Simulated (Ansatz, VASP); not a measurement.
**One calculation of CdS, two programs**

```
Cd S
1.0
     0.00000    2.54416    2.54416
     2.54416    0.00000    2.54416
     2.54416    2.54416    0.00000
Cd S
1 1
Direct
  0.00000 0.00000 0.00000
  0.50000 0.50000 0.50000
```

Alike in both runs: task single point; functional PBE; k mesh 6 × 6 × 6; occupations gaussian, width 0.1 eV; no spin polarisation.

|  | VASP | Ansatz |
| --- | --- | --- |
| version | VASP 6.6.1 | Ansatz 0.2.0 |
| potentials or method | VASP PAW PBE potentials, release 64 (Cd, S), cutoff 500 eV | scalar-relativistic, plane waves, PAW |
| valence electrons in the cell | 18 | 26 |

VASP gave:

* gap on the k mesh at the Fermi level (eV): 0.13
* least direct gap on the mesh (eV): 3.17
* pressure (GPa): 29.8

Question: What did Ansatz give for the same quantities?

Answer: gap on the k mesh at the Fermi level (eV): 0.14; least direct gap on the mesh (eV): 3.12; pressure (GPa): 28.6.

Both programs put the cell under a high pressure, so it lies far from rest at this level. VASP's potentials hold 18 valence electrons a cell and Ansatz's 26, so a difference there can come from the potentials and not from the codes.
